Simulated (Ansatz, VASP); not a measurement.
**Two plane-wave programs on Al2RuCN2**

```
Al Ru C N
1.0
     3.30426    0.00000    0.00000
     0.00000    3.30426    0.00000
     0.00000    0.00000    5.50617
Al Ru C N
2 1 1 2
Cartesian
  1.6521 1.6521 4.1096
  1.6521 1.6521 1.3966
  0.0000 0.0000 0.0000
  0.0000 0.0000 2.7531
  0.0000 1.6521 2.7531
  1.6521 0.0000 2.7531
```

Change from the starting cell: species swapped into the Sr2CoSeO2 type (P4/mmm, No. 123).

Alike in both runs: functional PBE; k mesh 12 × 12 × 8; occupations gaussian, width 0.1 eV; no spin polarisation.

Ansatz relaxed the structure, and its values are those at the end. VASP's run is a single point on that final structure, the one shown.

```csv
,VASP,Ansatz
version,VASP 6.6.1,Ansatz 0.2.0
potentials or method,"VASP PAW PBE potentials, release 64 (Al, Ru_pv, C, N), cutoff 520 eV","scalar-relativistic, plane waves, PAW"
valence electrons in the cell,34,36
```

|  | VASP | Ansatz | Ansatz less VASP |
| --- | --- | --- | --- |
| gap on the k mesh at the Fermi level (eV) | none | none | - |
| pressure (GPa) | -0.1 | 0.0 | +0.11 |

A gap of «none» marks a metal or a gap that the smearing closes. VASP's potentials hold 34 valence electrons a cell and Ansatz's 36, so a difference there can come from the potentials and not from the codes.
